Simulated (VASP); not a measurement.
# Mg in VASP: further runs, part 2 of 2

VASP 6.6.1. Earlier steps stand in the parts before.

## (3) Single point, PBE

Contents of INCAR:

```
SYSTEM = Mg
ALGO = Normal ; DIPOL = 0.5 0.5 0.500
EDIFF = 1E-6 ; ENCUT = 520
GGA = PE ; IDIPOL = 3
ISIF = 2 ; ISMEAR = -1
LASPH = .True. ; LCHARG = .False.
LDIPOL = .True. ; LREAL = .False.
LWAVE = .False. ; NBANDS = 10
NELM = 60 ; PREC = Accurate
SIGMA = 0.05
```

Contents of KPOINTS:

```
k-points
0
Gamma
  12 12 1
  0 0 0
```

Contents of POSCAR:

```
Mg
1.0
    3.1998719896      0.0000000000      0.0000000000
   -1.5999359948      2.7711704319      0.0000000000
    0.0000000000      0.0000000000     21.1784000000
Mg
3
Direct
    0.0000000000      0.0000000000      0.3757056535
    0.3333333333      0.6666666667      0.5000000010
    0.0000000000      0.0000000000      0.6242943455
```

Potentials or basis: VASP PAW PBE potentials, release 64 (Mg).

The run is started by

```console
$ cat potpaw_PBE.64/Mg/POTCAR > POTCAR
$ mpirun -np 1 vasp_std > vasp.out
```

OUTCAR:

```text
SYSTEM = Mg
   EDIFF = 1E-6
   ENCUT = 520
   GGA = PE
   ISIF = 2
   ISMEAR = -1
   LASPH = .True.
   LREAL = .False.
   NELM = 60
   PREC = Accurate

 ion  position               nearest neighbor table
   1  0.000  0.000  0.376-   2 3.22   2 3.22   2 3.22
   2  0.333  0.667  0.500-   3 3.22   3 3.22   3 3.22   1 3.22   1 3.22   1 3.22
   3  0.000  0.000  0.624-   2 3.22   2 3.22   2 3.22

  LATTYP: Found a hexagonal cell.
 ALAT       =     3.1998719896
 C/A-ratio  =     6.6185147621

  Lattice vectors:

 A1 = (   3.1998719896,   0.0000000000,   0.0000000000)
 A2 = (  -1.5999359948,   2.7711704319,   0.0000000000)
 A3 = (   0.0000000000,   0.0000000000,  21.1784000000)

Analysis of symmetry for initial positions (statically):
=====================================================================
 Subroutine PRICEL returns:
 Original cell was already a primitive cell.

 Routine SETGRP: Setting up the symmetry group for a
 hexagonal supercell.

 Subroutine GETGRP returns: Found 12 space group operations
 (whereof 12 operations were pure point group operations)
 out of a pool of 24 trial point group operations.

The static configuration has the point symmetry D_3h.

Analysis of symmetry for dynamics (positions and initial velocities):
=====================================================================
 Subroutine PRICEL returns:
 Original cell was already a primitive cell.

 Routine SETGRP: Setting up the symmetry group for a
 hexagonal supercell.

 Subroutine GETGRP returns: Found 12 space group operations
 (whereof 12 operations were pure point group operations)
 out of a pool of 24 trial point group operations.

The dynamic configuration has the point symmetry D_3h.

 Subroutine INISYM returns: Found 12 space group operations
 (whereof 12 operations are pure point group operations),
 and found     1 'primitive' translations

[... 120 lines left out ...]
   LRPA    =     F    only Hartree local field effects (RPA)
 non-spin polarized calculation
  energy-cutoff  :      520.00
  volume of cell :      187.80
 maximum number of plane-waves:      5112
 NGX is ok and might be reduce to    24
   NGX = 11   NGY = 11   NGZ = 79

 dipolmoment           0.000000      0.000000     -0.000000 electrons x Angstroem

 number of electron       6.0000000 magnetization

 dipolmoment           0.000000      0.000000      0.000000 electrons x Angstroem

 Free energy of the ion-electron system (eV)
  ---------------------------------------------------
  ext. energy  EPLUGINS =         0.00000000
  ---------------------------------------------------
  free energy    TOTEN  =        -3.88205237 eV

  energy without entropy =       -3.86588559  energy(sigma->0) =       -3.87396898

 E-fermi :  -1.3467     XC(G=0):  -3.9606

 val. band max:       -1.3881480283   @ k =   0.5000   0.0000   0.0000
 cond. band min:      -1.3351618433   @ k =   0.3333   0.2500   0.0000
 fundamental gap:      0.0529861850
 Fermi energy:        -1.3467244913

 k-point     1 :       0.0000    0.0000    0.0000
  band No.  band energies     occupation
      1      -7.7279      2.00000
      2      -6.4631      2.00000
      3      -4.4561      2.00000
      4      -2.2196      2.00000
      5       0.3034      0.00000
      6       1.8476      0.00000
      7       2.2785      0.00000
      8       3.6905      0.00000
      9       3.7477      0.00000
     10       6.2652      0.00000
[... 222 lines left out ...]
 k-point    19 :       0.3333    0.3333    0.0000
  band No.  band energies     occupation
      1      -1.5257      1.94576
      2      -1.4742      1.85503
      3      -1.3214      0.75217
      4      -0.6354      0.00000
      5      -0.3414      0.00000
      6       0.6155      0.00000
      7       1.4477      0.00000
      8       2.2518      0.00000
      9       2.2822      0.00000
     10       3.6369      0.00000

------------------------ aborting loop because EDIFF is reached ----------------------------------------

 vacuum level on the upper side and lower side of the slab       (xc-potential included)        -0.143        -0.143

  FORCE on cell =-STRESS in cart. coord.  units (eV):
  Direction    XX          YY          ZZ          XY          YZ          ZX
  --------------------------------------------------------------------------------------
  -------------------------------------------------------------------------------------
  Total       -1.0698812     -1.0698812     -0.0185280     -0.0000000      0.0000000      0.0000000
  in kB       -9.1276117     -9.1276117     -0.1580706     -0.0000000      0.0000000      0.0000000
  external PRESSURE =      -6.1377647 kB  Pullay stress =       0.0000000 kB

 VOLUME and BASIS-vectors are now :
 -----------------------------------------------------------------------------
  energy-cutoff  :      520.00
  volume of cell :      187.80
      direct lattice vectors                 reciprocal lattice vectors
     3.199871990  0.000000000  0.000000000     0.312512502  0.180429177  0.000000000
    -1.599935995  2.771170432  0.000000000     0.000000000  0.360858354  0.000000000
     0.000000000  0.000000000 21.178400000     0.000000000  0.000000000  0.047217920

 POSITION                                       TOTAL-FORCE (eV/Angst)
 -----------------------------------------------------------------------------------
      0.00000      0.00000      7.95684         0.000000      0.000000      0.003148
     -0.00000      1.84745     10.58920        -0.000000     -0.000000      0.000000
      0.00000      0.00000     13.22156         0.000000     -0.000000     -0.003148
 -----------------------------------------------------------------------------------
    total drift:                               -0.000000      0.000000      0.000000

  FREE ENERGIE OF THE ION-ELECTRON SYSTEM (eV)
  ---------------------------------------------------
  free  energy   TOTEN  =        -3.8820523722 eV

  energy  without entropy=       -3.8658855927  energy(sigma->0) =       -3.87396898

 vacuum level on the upper side and lower side of the slab         2.326         2.326
```

stdout:

```text
POSCAR found type information on POSCAR Mg
 POSCAR found :  1 types and       3 ions
 scaLAPACK will be used
 LDA part: xc-table for (Slater+PW92), standard interpolation
 POSCAR, INCAR and KPOINTS ok, starting setup
 FFT: planning ... GRIDC
 FFT: planning ... GRID_SOFT
 FFT: planning ... GRID
 WAVECAR not read
 entering main loop
```

Run time: 40 s. Hardware: 1 thread of Intel Xeon Platinum 8259CL at 2.50GHz (Skylake/Cascade Lake), shared host; peak memory 0.29 GiB.

Results:

```
Free energy            : -3.8821 eV
Largest force          : 0.003 eV/Å
Band gap on the k mesh : zero (band 3 reaches -1.02 eV, above the bottom of band 4 at -2.22 eV)
```

Forces in eV/Å, atoms in the order of the input:
```
Mg   0.000  0.000  0.003
Mg   0.000  0.000  0.000
Mg   0.000  0.000 -0.003
```

## (4) Relaxation of the atoms, PBE

Contents of INCAR:

```
ALGO     = Normal         # electronic algorithm
DIPOL    = 0.5 0.5 0.500
EDIFF    = 1E-6           # SCF threshold, eV
EDIFFG   = -0.01          # ionic threshold
ENCUT    = 520            # plane-wave cutoff, eV
GGA      = PE             # functional
IBRION   = 2              # ionic algorithm
IDIPOL   = 3            
ISIF     = 2              # what is computed and relaxed
ISMEAR   = -1             # smearing method
LASPH    = T              # aspherical terms in the spheres
LCHARG   = F              # write CHGCAR
LDIPOL   = T            
LREAL    = F              # projectors in reciprocal space
LWAVE    = F              # write WAVECAR
NELM     = 60             # most SCF steps
NSW      = 32             # ionic steps
PREC     = Accurate       # precision mode
SIGMA    = 0.05           # smearing width, eV
```

Contents of KPOINTS:

```
k-points
0
Gamma
  12 12 1
```

POSCAR is that of step 3.

The run is started by

```console
$ cat potpaw_PBE.64/Mg/POTCAR > POTCAR
$ mpirun -np 1 vasp_std > vasp.out
```

Run time: 57 s. Hardware: 1 thread of Oxide Virtual Turin-like, shared host; peak memory 0.25 GiB.

It converged, with:

| Item | Value |
| --- | --- |
| Free energy | -3.8821 eV |
| Largest force after relaxing | 0.003 eV/Å |
| Band gap on the k mesh | zero (band 3 reaches -1.02 eV, above the bottom of band 4 at -2.22 eV) |

Forces in eV/Å, atoms in the order of the input:
```
Mg   0.000  0.000  0.003
Mg   0.000  0.000  0.000
Mg   0.000  0.000 -0.003
```

Final structure:
```
Mg
1.0
     3.19987    0.00000    0.00000
    -1.59994    2.77117    0.00000
     0.00000    0.00000   21.17840
Mg
3
Direct
  0.00000 0.00000 0.37571
  0.33333 0.66667 0.50000
  0.00000 0.00000 0.62429
```

Levels at points of the mesh, in eV from the Fermi level:
```csv
k point,band 1,band 2,band 3,band 4,band 5,band 6
"(0.00, 0.00, 0.00)",-6.38,-5.12,-3.11,-0.87,1.65,3.19
"(0.50, 0.00, 0.00)",-1.67,-1.56,-0.65,-0.04,1.53,1.83
```

Caveat: the relaxation stopped at its first step, so nothing moved.
